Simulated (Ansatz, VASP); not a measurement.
**C in VASP and in Ansatz**

```
C
1.0
     1.23328   -2.13605    0.00000
    -3.69984   -2.13605    0.00000
     0.00000    0.00000  -12.93762
C
12
Direct
  0.75000 0.58333 0.33008
  0.25000 0.08333 0.33008
  0.75000 0.91667 0.33008
  0.25000 0.41667 0.33008
  0.75000 0.91667 0.66992
  0.25000 0.41667 0.66992
  0.75000 0.58333 0.66992
  0.25000 0.08333 0.66992
  0.00000 0.66667 0.00000
  0.50000 0.16667 0.00000
  0.50000 0.83333 0.00000
  0.00000 0.33333 0.00000
```

Alike in both runs: task single point; functional PBE; k mesh 8 × 6 × 2; occupations gaussian, width 0.2 eV; no spin polarisation.

|  | VASP | Ansatz |
| --- | --- | --- |
| version | VASP 6.6.1 | Ansatz 0.2.0 |
| potentials or method | VASP PAW PBE potentials, release 64 (C), cutoff 600 eV | scalar-relativistic, plane waves, PAW |
| valence electrons in the cell | 48 | 48 |

```tsv
	VASP	Ansatz	Ansatz less VASP
gap on the k mesh at the Fermi level (eV)	1.07	1.07	-0.001
least direct gap on the mesh (eV)	1.07	1.07	-0.001
pressure (GPa)	0.0	0.0	-0.01
traceless stress, the component that is largest in VASP (GPa)	-0.48	-0.48	0.000
rms of the force components (eV/Å)	0.041	0.041	-0.0001
```

Atom by atom the forces differ by 0.000 eV/Å (rms over components).
